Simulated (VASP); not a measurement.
Here is a VASP 6.6.1 calculation.

The input INCAR:

```
ALGO = Normal ; EDIFF = 1E-7
ENCUT = 520 ; GGA = PE
ISIF = 2 ; ISMEAR = 0
LASPH = T ; LCHARG = F
LREAL = F ; LWAVE = F
NBANDS = 16 ; NELM = 100
PREC = Accurate ; SIGMA = 0.05
```

Contents of KPOINTS:

```
k-points
0
Gamma
  12 12 6
```

Contents of POSCAR:

```
BN
1.0
    2.5539396017      0.0000000000      0.0000000000
   -1.2769698009      2.2117765748      0.0000000000
    0.0000000000      0.0000000000      4.2268550000
B N
2 2
Direct
    0.6666666667      0.3333333333      0.9760657482
    0.3333333333      0.6666666667      0.4997240000
    0.6666666667      0.3333333333      0.6252760000
    0.3333333333      0.6666666667      0.1252760000
```

Potentials or basis: VASP PAW PBE potentials, release 64 (B, N).

Command:

```console
$ cat potpaw_PBE.64/B/POTCAR potpaw_PBE.64/N/POTCAR > POTCAR
$ mpirun -np 1 vasp_std > vasp.out
```

(1) What does it give for the band gap on the k mesh?

(2) What does it give for the largest force?

(3) Estimate the pressure.

Results:

(1) 4.24 eV (least direct gap 7.67 eV).

(2) 4.039 eV/Å.

(3) 1.5 GPa.

Caveat: the cell differs from its parent crystal (atom 1 (B) moved -0.100 Å along Cartesian [0 0 1]); forces of over 1 eV/Å act on the atoms, so gaps and moduli don't describe the material at rest.
